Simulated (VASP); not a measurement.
Here is a VASP 6.6.1 calculation.

Contents of POSCAR:

```
BH2F3
1.0
    7.3545300000      0.0000000000      0.0000000000
    0.0000000000      7.3545300000      0.0000000000
    0.0000000000      0.0000000000      7.3545300000
H B F
6 3 9
Direct
    0.8309028585      0.2591192095      0.4397697745
    0.9006829804      0.1861845692      0.4257104125
    0.6304413742      0.3997944124      0.8653306194
    0.6042126417      0.4021603012      0.7686011207
    0.5348540287      0.6393202557      0.3500155686
    0.4771616949      0.6687986860      0.4245546622
    0.0357602729      0.9142936394      0.0408183800
    0.2020795347      0.5107192438      0.8899956897
    0.5849727991      0.0090556433      0.7757531753
    0.1803106385      0.9652418305     -0.0488270495
   -0.0505402793      0.7715788772     -0.0254401029
   -0.0249913999      1.0012604476      0.1875442754
    0.2711798035      0.5642644737      1.0366128087
    0.1019779646      0.3632727040      0.8808176729
    0.2176209765      0.6075983102      0.7363624868
    0.7126764049      0.0905564326      0.8578930265
    0.4861901440      0.0867084640      0.6409111119
    0.5389059532     -0.1526270204      0.8266061869
```

INCAR.step1

```
SYSTEM = BH2F3
ALGO = Normal
EDIFF = 1E-4
ENCUT = 520
GGA = PE
ISMEAR = -1
LASPH = .True.
LCHARG = .False.
LREAL = Auto
LWAVE = .True.
NBANDS = 54
NELM = 60
PREC = Accurate
SIGMA = 0.02
```

Contents of INCAR.step2:

```
SYSTEM = BH2F3
ALGO = Normal
EDIFF = 1E-6
ENCUT = 520
ISIF = 2
ISMEAR = -1
ISTART = 1
IVDW = 12
LASPH = .True.
LCHARG = .False.
LMIXTAU = .True.
LREAL = Auto
LWAVE = .False.
METAGGA = R2SCAN
NBANDS = 54
NELM = 60
PREC = Accurate
SIGMA = 0.02
VDW_A1 = 0.49484001
VDW_A2 = 5.73083694
VDW_S6 = 1.0
VDW_S8 = 0.78981345
```

The input KPOINTS:

```
k-points
0
Gamma
  1 1 1
  0 0 0
```

Potentials or basis: VASP PAW PBE potentials, release 64 (H, B, F).

Launch:

```console
$ cat potpaw_PBE.64/H/POTCAR potpaw_PBE.64/B/POTCAR potpaw_PBE.64/F/POTCAR > POTCAR
$ cp INCAR.step1 INCAR
$ mpirun -np 1 vasp_gam > vasp.out
$ cp INCAR.step2 INCAR
$ mpirun -np 1 vasp_gam > vasp.out
```

What does it give for the band gap on the k mesh?

9.41 eV.

Estimate the pressure.

0.9 GPa.

What does it give for the largest force?

3.781 eV/Å.

Stress tensor (GPa, compression positive):
```
0.79 1.42 0.59
1.42 1.42 0.69
0.59 0.69 0.45
```

Caveat: the k points lie up to 0.85 Å⁻¹ apart; the PAW data sets were made with another functional, which shifts forces and pressure a little.
